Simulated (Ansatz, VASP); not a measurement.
Al2Au: VASP beside Ansatz

Contents of INCAR:

```
  ALGO = Normal
  EDIFF = 1E-6
  ENCUT = 520
  ISIF = 2
  ISMEAR = -1
  LASPH = True
  LCHARG = False
  LREAL = False
  LWAVE = False
  NBANDS = 16
  NELM = 80
  PREC = Accurate
  SIGMA = 0.05
```

KPOINTS

```
k-points
0
Gamma
  11 11 11
```

File POSCAR:

```
Al2Au
1.0
    0.0000000000      3.0600000000      3.0000000000
    3.0600000000      0.0000000000      3.0000000000
    3.0600000000      3.0600000000      0.0000000000
Al Au
2 1
Direct
    0.2500000000      0.2500000000      0.2500000000
    0.7500000000      0.7500000000      0.7500000000
    0.0000000000      0.0000000000      0.0000000000
```

Input for Ansatz:

```yaml
crystal:
  lattice:
    - [0.0, 3.06, 3.0]
    - [3.06, 0.0, 3.0]
    - [3.06, 3.06, 0.0]
  atoms:
    - { symbol: Al, position: [0.25, 0.25, 0.25] }
    - { symbol: Al, position: [0.75, 0.75, 0.75] }
    - { symbol: Au, position: [0.0, 0.0, 0.0] }
kpoints:
  mp_grid: { grid: [11, 11, 11] }
  band_path:
    path:
      - [0.0, 0.0, 0.0]
      - [0.0, 0.5, 0.5]
      - [0.25, 0.75, 0.5]
      - [0.0, 0.5, 0.0]
      - [0.0, 0.0, 0.0]
      - [0.5, 0.5, 0.0]
      - [0.38005, 0.61995, 0.0]
      - [-0.38005, 0.38005, 0.0]
      - [0.0, 0.0, 0.0]
    npoints: 5
scf:
  occupations: { method: fermi_dirac, width: 0.05 }
hamiltonian:
  xc: lda
  pseudopotentials: { kind: all_electron, lapw: { basis_error: 0.0005 } }
output:
  forces: true
  stress: true
  eigenvalues: true
```

Change from the starting cell: equal xx and yy strain of +2 %.

Alike in both runs: task single point; functional LDA; k mesh 11 × 11 × 11; occupations fermi-dirac, width 0.05 eV; no spin polarisation.

|  | VASP | Ansatz |
| --- | --- | --- |
| version | VASP 6.6.1 | Ansatz 0.2.0 |
| potentials or method | VASP PAW LDA potentials, release 64 (Al, Au), cutoff 520 eV | all-electron LAPW, scalar-relativistic |

Ansatz gave:

```
pressure (GPa)                                                : -6.4
traceless stress, the component that is largest in VASP (GPa) : 0.70
```

Q: What did VASP give for the same quantities?

A: Pressure (GPa): -6.2; traceless stress, the component that is largest in VASP (GPa): 0.70.

LDA's correlation is that of Perdew and Zunger in VASP and of Perdew and Wang (1992) in Ansatz. Ansatz ran all-electron here, and VASP with PAW potentials.

Neither program's run includes spin-orbit coupling.
